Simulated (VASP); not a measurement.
# Pd (Im-3m) in VASP: further runs

Runs on Pd. Level: revPBE. Tasks: single point.

Program: VASP 6.6.1. These are calculated values, not measurements. Logs are shortened: lines on timing, memory, paths and dates and some standing lists are left out, and cuts for length are marked.

**1. The cell of the first run**

Symmetry: Im-3m, No. 229, cubic system. The conventional cell has a = 3.162 Å, b = 3.162 Å, c = 3.162 Å, α = 90.00°, β = 90.00°, γ = 90.00°. Within 3.6 Å of Pd (site symmetry m-3m) lie 14 Pd at 2.74 to 3.16 Å.

This isn't the form of Pd at room conditions, which is fcc.

**2. Single point, revPBE**

Contents of INCAR:

```
SYSTEM = Pd
ALGO     = Normal         ! electronic algorithm
EDIFF    = 1E-6           ! SCF threshold, eV
ENCUT    = 500            ! plane-wave cutoff, eV
GGA      = RE             ! functional
GGA_COMPAT= .False.      
ISIF     = 2              ! what is computed and relaxed
ISMEAR   = -1             ! smearing method
LASPH    = .True.         ! aspherical terms in the spheres
LCHARG   = .False.        ! write CHGCAR
LREAL    = .False.        ! projectors in reciprocal space
LWAVE    = .False.        ! write WAVECAR
NBANDS   = 11             ! bands
NELM     = 120            ! most SCF steps
PREC     = Accurate       ! precision mode
SIGMA    = 0.1            ! smearing width, eV
```

Contents of KPOINTS:

```
k-points
0
Gamma
  14 14 14
  0 0 0
```

Contents of POSCAR:

```
Pd
1.0
   -1.5810518789      1.5810518789      1.5810518789
    1.5810518789     -1.5810518789      1.5810518789
    1.5810518789      1.5810518789     -1.5810518789
Pd
1
Direct
    0.0000000000      0.0000000000      0.0000000000
```

Potentials or basis: VASP PAW PBE potentials, release 64 (Pd).

Command:

```bash
$ cat potpaw_PBE.64/Pd/POTCAR > POTCAR
$ mpirun -np 1 vasp_std > vasp.out
```

OUTCAR:

```text
SYSTEM = Pd
   EDIFF = 1E-6
   ENCUT = 500
   GGA = RE
   ISIF = 2
   ISMEAR = -1
   LASPH = .True.
   LREAL = .False.
   NELM = 120
   PREC = Accurate

 ion  position               nearest neighbor table
   1  0.000  0.000  0.000-

  LATTYP: Found a body centered cubic cell.
 ALAT       =     3.1621037578

  Lattice vectors:

 A1 = (  -1.5810518789,   1.5810518789,   1.5810518789)
 A2 = (   1.5810518789,  -1.5810518789,   1.5810518789)
 A3 = (   1.5810518789,   1.5810518789,  -1.5810518789)

Analysis of symmetry for initial positions (statically):
=====================================================================
 Subroutine PRICEL returns:
 Original cell was already a primitive cell.

 Routine SETGRP: Setting up the symmetry group for a
 body centered cubic supercell.

 Subroutine GETGRP returns: Found 48 space group operations
 (whereof 48 operations were pure point group operations)
 out of a pool of 48 trial point group operations.

The static configuration has the point symmetry O_h .

Analysis of symmetry for dynamics (positions and initial velocities):
=====================================================================
 Subroutine PRICEL returns:
 Original cell was already a primitive cell.

 Routine SETGRP: Setting up the symmetry group for a
 body centered cubic supercell.

 Subroutine GETGRP returns: Found 48 space group operations
 (whereof 48 operations were pure point group operations)
 out of a pool of 48 trial point group operations.

The dynamic configuration has the point symmetry O_h .

 Subroutine INISYM returns: Found 48 space group operations
 (whereof 48 operations are pure point group operations),
 and found     1 'primitive' translations

----------------------------------------------------------------------------------------

                                     Primitive cell

  volume of cell :      15.8088

  direct lattice vectors                    reciprocal lattice vectors
    -1.581051879  1.581051879  1.581051879     0.000000000  0.316245157  0.316245157
     1.581051879 -1.581051879  1.581051879     0.316245157  0.000000000  0.316245157
     1.581051879  1.581051879 -1.581051879     0.316245157  0.316245157  0.000000000

  length of vectors
     2.738462184  2.738462184  2.738462184     0.447238190  0.447238190  0.447238190

  position of ions in fractional coordinates (direct lattice)
[... 80 lines left out ...]
   NSW    =      0    number of steps for IOM
   IBRION =     -1    ionic relax: 0-MD 1-quasi-New 2-CG
   NFREE  =      0    steps in history (QN), initial steepest desc. (CG)
   ISIF   =      2    stress and relaxation
   ISYM   =      2    0-nonsym 1-usesym 2-fastsym
   POTIM  = 0.5000    time-step for ionic-motion
   TEBEG  =    0.0;   TEEND  =   0.0 temperature during run
   PSTRESS=    0.0 pullay stress
   NELECT =      10.0000    total number of electrons
   NUPDOWN=      -1.0000    fix difference up-down
   EMIN   =  10.00;   EMAX   =-10.00  energy-range for DOS
   EFERMI =   0.00;   METHOD = LEGACY
   ISMEAR =    -1;   SIGMA  =   0.10  broadening in eV -4-tet -1-fermi 0-gaus
   EFERMI_NEDOS =   21; number of points for ismear=-14 and -15
   IALGO  =     38    algorithm
   IMIX   =      4    mixing-type and parameters
     AMIX     =   0.40;   BMIX     =  1.00
     AMIX_MAG =   1.60;   BMIX_MAG =  1.00
  volume/ion in A,a.u.               =      15.81       106.68
  Fermi-wavevector in a.u.,A,eV,Ry     =   1.405320  2.655671 26.870495  1.974926
  Thomas-Fermi vector in A             =   2.527793
   LORBIT       =      0    0 simple, 1 ext, 2 COOP (PROOUT), +10 PAW based schemes
   GGA     = RE    functional components
   LHFCALC =     F    Hartree Fock is set to
   AEXX    =    0.0000 exact exchange contribution
   IVDW    =     0    specifies the selected vdW correction
   LEPSILON=     F    determine dielectric tensor
   LRPA    =     F    only Hartree local field effects (RPA)
 non-spin polarized calculation
  energy-cutoff  :      500.00
  volume of cell :       15.81
 maximum number of plane-waves:       418
   NGX =  9   NGY =  9   NGZ =  9

 number of electron      10.0000001 magnetization

 Free energy of the ion-electron system (eV)
  ---------------------------------------------------
  ext. energy  EPLUGINS =         0.00000000
  ---------------------------------------------------
  free energy    TOTEN  =        -4.72334061 eV

  energy without entropy =       -4.67497079  energy(sigma->0) =       -4.69915570

 E-fermi :   8.7412     XC(G=0): -12.6699

 val. band max:        8.7343643045   @ k =  -0.4286  -0.4286   0.1429
 cond. band min:       8.7568348875   @ k =   0.2143   0.1429   0.0000
 fundamental gap:      0.0224705830
 Fermi energy:         8.7411584718

 k-point     1 :       0.0000    0.0000    0.0000
  band No.  band energies     occupation
      1       2.1617      2.00000
      2       6.0898      2.00000
      3       6.0898      2.00000
      4       6.0898      2.00000
      5       7.8752      1.99965
      6       7.8752      1.99965
      7      27.9678      0.00000
      8      27.9678      0.00000
      9      27.9678      0.00000
     10      35.8066      0.00000
     11      35.8073      0.00000
[... 309 lines left out ...]
 k-point    24 :       0.3571    0.2857    0.0000
  band No.  band energies     occupation
      1       4.8164      2.00000
      2       5.6065      2.00000
      3       6.1293      2.00000
      4       7.9399      1.99934
      5       8.1760      1.99300
      6      15.1684      0.00000
      7      16.4309      0.00000
      8      17.9257      0.00000
      9      25.7548      0.00000
     10      31.9832      0.00000
     11      32.7931      0.00000

 [... further k-points ...]

------------------------ aborting loop because EDIFF is reached ----------------------------------------

  FORCE on cell =-STRESS in cart. coord.  units (eV):
  Direction    XX          YY          ZZ          XY          YZ          ZX
  --------------------------------------------------------------------------------------
  -------------------------------------------------------------------------------------
  Total       -0.0240315     -0.0240315     -0.0240315     -0.0000000      0.0000000     -0.0000000
  in kB       -2.4355243     -2.4355243     -2.4355243     -0.0000000      0.0000000     -0.0000000
  external PRESSURE =      -2.4355243 kB  Pullay stress =       0.0000000 kB

 VOLUME and BASIS-vectors are now :
 -----------------------------------------------------------------------------
  energy-cutoff  :      500.00
  volume of cell :       15.81
      direct lattice vectors                 reciprocal lattice vectors
    -1.581051879  1.581051879  1.581051879     0.000000000  0.316245157  0.316245157
     1.581051879 -1.581051879  1.581051879     0.316245157  0.000000000  0.316245157
     1.581051879  1.581051879 -1.581051879     0.316245157  0.316245157  0.000000000

 POSITION                                       TOTAL-FORCE (eV/Angst)
 -----------------------------------------------------------------------------------
      0.00000      0.00000      0.00000        -0.000000      0.000000      0.000000
 -----------------------------------------------------------------------------------
    total drift:                                0.000000     -0.000000      0.000000

  FREE ENERGIE OF THE ION-ELECTRON SYSTEM (eV)
  ---------------------------------------------------
  free  energy   TOTEN  =        -4.7233406124 eV

  energy  without entropy=       -4.6749707930  energy(sigma->0) =       -4.69915570
```

OSZICAR:

```text
N       E                     dE             d eps       ncg     rms          rms(c)
DAV:   1     0.405548508239E+02    0.40555E+02   -0.49484E+03  2304   0.817E+02
DAV:   2    -0.439436915727E+01   -0.44949E+02   -0.43510E+02  2549   0.175E+02
DAV:   3    -0.492932247713E+01   -0.53495E+00   -0.53384E+00  2733   0.206E+01
DAV:   4    -0.493174587836E+01   -0.24234E-02   -0.24231E-02  2753   0.147E+00
DAV:   5    -0.493177506050E+01   -0.29182E-04   -0.29182E-04  2870   0.146E-01    0.611E+00
DAV:   6    -0.473167793265E+01    0.20010E+00   -0.86827E-01  2756   0.748E+00    0.315E+00
DAV:   7    -0.472563382116E+01    0.60441E-02   -0.51409E-03  2894   0.599E-01    0.172E+00
DAV:   8    -0.472333315339E+01    0.23007E-02   -0.92028E-04  2790   0.226E-01    0.461E-02
DAV:   9    -0.472333653823E+01   -0.33848E-05   -0.75851E-06  2929   0.244E-02    0.154E-02
DAV:  10    -0.472334070913E+01   -0.41709E-05   -0.20178E-06  2810   0.142E-02    0.201E-03
DAV:  11    -0.472334061237E+01    0.96756E-07   -0.15179E-08  1747   0.919E-04
   1 F= -.47233406E+01 E0= -.46991557E+01  d E =-.483698E-01
```

Wall time 19 s (1 thread of AMD EPYC 7R13, shared host); peak memory 0.1 GiB.

What came out:

```
Free energy            : -4.7233 eV
Pressure               : -0.2 GPa
Band gap on the k mesh : zero (bands 5 and 6 overlap by 1.50 eV)
```

Caveat: the PAW data sets were made with another functional, which shifts forces and pressure a little.

**3. Single point, revPBE (13.91 Å³/atom)**

This run uses another cell than the first one, of 13.91 Å³/atom.

Contents of INCAR:

```
SYSTEM = Pd
PREC = Accurate
ENCUT = 500
EDIFF = 1E-6
ISMEAR = -1
SIGMA = 0.1
LREAL = .FALSE.
LASPH = .TRUE.
NELM = 120
ALGO = Normal
ISIF = 2
LWAVE = .FALSE.
LCHARG = .FALSE.
GGA = RE
NBANDS = 11
GGA_COMPAT = .FALSE.
```

Contents of KPOINTS:

```
regular mesh
0
G
  16 16 16
  0 0 0
```

Contents of POSCAR:

```
Pd
1.0
   -1.5150966735      1.5150966735      1.5150966735
    1.5150966735     -1.5150966735      1.5150966735
    1.5150966735      1.5150966735     -1.5150966735
Pd
1
Direct
    0.0000000000      0.0000000000      0.0000000000
```

Potentials or basis: VASP PAW PBE potentials, release 64 (Pd).

Command:

```bash
$ cat potpaw_PBE.64/Pd/POTCAR > POTCAR
$ mpirun -np 1 vasp_std > vasp.out
```

Run time: 29 s. Hardware: 1 thread of AMD EPYC 7R13, shared host; peak memory 0.11 GiB.

Results (log left out):

```yaml
Free_energy: -4.5914 eV
Pressure: 26.4 GPa
Band_gap_on_the_k_mesh: zero (bands 5 and 6 overlap by 1.87 eV)
```

Levels at points of the mesh, in eV from the Fermi level:
| k point | band 3 | band 4 | band 5 | band 6 | band 7 | band 8 |
| --- | --- | --- | --- | --- | --- | --- |
| (0.00, 0.00, 0.00) | -3.25 | -3.25 | -1.08 | -1.08 | 19.48 | 19.48 |
| (0.50, 0.00, 0.00) | -1.15 | -0.81 | 0.67 | 1.31 | 8.50 | 15.28 |
| (0.50, 0.50, 0.50) | 0.24 | 0.24 | 0.24 | 9.51 | 9.51 | 9.51 |

Caveat: the cell stands under pressure; the PAW data sets were made with another functional, which shifts forces and pressure a little.

**4. Single point, revPBE (14.54 Å³/atom)**

This run uses another cell than the first one, of 14.54 Å³/atom.

Contents of INCAR:

```
SYSTEM = Pd
  ALGO = Normal
  EDIFF = 1E-6
  ENCUT = 500
  GGA = RE
  GGA_COMPAT = .False.
  ISIF = 2
  ISMEAR = -1
  LASPH = .True.
  LCHARG = .False.
  LREAL = .False.
  LWAVE = .False.
  NBANDS = 11
  NELM = 120
  PREC = Accurate
  SIGMA = 0.1
```

Contents of KPOINTS:

```
k-points
0
Gamma
  16 16 16
  0 0 0
```

Contents of POSCAR:

```
Pd
1.0
   -1.5377133911      1.5377133911      1.5377133911
    1.5377133911     -1.5377133911      1.5377133911
    1.5377133911      1.5377133911     -1.5377133911
Pd
1
Direct
    0.0000000000      0.0000000000      0.0000000000
```

Command:

```bash
$ cat potpaw_PBE.64/Pd/POTCAR > POTCAR
$ mpirun -np 1 vasp_std > vasp.out
```

It took 34 s on 1 thread of AMD EPYC 7R13, shared host; peak memory 0.11 GiB.

Results (log left out):

```
Free energy            : -4.6725 eV
Pressure               : 15.1 GPa
Band gap on the k mesh : zero (bands 5 and 6 overlap by 1.73 eV)
```

Levels at points of the mesh, in eV from the Fermi level:
| k point | band 2 | band 3 | band 4 | band 5 | band 6 | band 7 | band 8 | band 9 |
| --- | --- | --- | --- | --- | --- | --- | --- | --- |
| (0.00, 0.00, 0.00) | -3.03 | -3.03 | -3.03 | -1.01 | -1.01 | 19.41 | 19.41 | 19.41 |
| (0.50, 0.00, 0.00) | -4.27 | -1.07 | -0.76 | 0.61 | 1.39 | 8.10 | 15.19 | 18.08 |
| (0.50, 0.50, 0.50) | -5.39 | 0.21 | 0.21 | 0.21 | 9.33 | 9.33 | 9.33 | 17.86 |

Caveat: the cell stands under pressure; the PAW data sets were made with another functional, which shifts forces and pressure a little.

**5. Single point, revPBE (15.18 Å³/atom)**

This run uses another cell than the first one, of 15.18 Å³/atom.

Contents of INCAR:

```
SYSTEM = Pd
ALGO = Normal ; EDIFF = 1E-6
ENCUT = 500 ; GGA = RE
GGA_COMPAT = .FALSE. ; ISIF = 2
ISMEAR = -1 ; LASPH = .TRUE.
LCHARG = .FALSE. ; LREAL = .FALSE.
LWAVE = .FALSE. ; NBANDS = 11
NELM = 120 ; PREC = Accurate
SIGMA = 0.1
```

Contents of KPOINTS:

```
k-points
0
G
  16 16 16
  0 0 0
```

Contents of POSCAR:

```
Pd
1.0
   -1.5596836935      1.5596836935      1.5596836935
    1.5596836935     -1.5596836935      1.5596836935
    1.5596836935      1.5596836935     -1.5596836935
Pd
1
Direct
    0.0000000000      0.0000000000      0.0000000000
```

Command:

```bash
$ cat potpaw_PBE.64/Pd/POTCAR > POTCAR
$ mpirun -np 1 vasp_std > vasp.out
```

Run time: 33 s. Hardware: 1 thread of AMD EPYC 7R13, shared host; peak memory 0.11 GiB.

Results (log left out):

```yaml
Free_energy: -4.7144 eV
Pressure: 6.4 GPa
Band_gap_on_the_k_mesh: zero (bands 5 and 6 overlap by 1.60 eV)
```

Levels at points of the mesh, in eV from the Fermi level:
| k point | band 2 | band 3 | band 4 | band 5 | band 6 | band 7 | band 8 | band 9 |
| --- | --- | --- | --- | --- | --- | --- | --- | --- |
| (0.00, 0.00, 0.00) | -2.84 | -2.84 | -2.84 | -0.94 | -0.94 | 19.31 | 19.31 | 19.31 |
| (0.50, 0.00, 0.00) | -3.99 | -1.01 | -0.71 | 0.56 | 1.46 | 7.74 | 15.08 | 17.64 |
| (0.50, 0.50, 0.50) | -5.03 | 0.19 | 0.19 | 0.19 | 9.17 | 9.17 | 9.17 | 17.34 |

Caveat: the cell stands under pressure; the PAW data sets were made with another functional, which shifts forces and pressure a little.

(Part 1 of 2 ends here.)
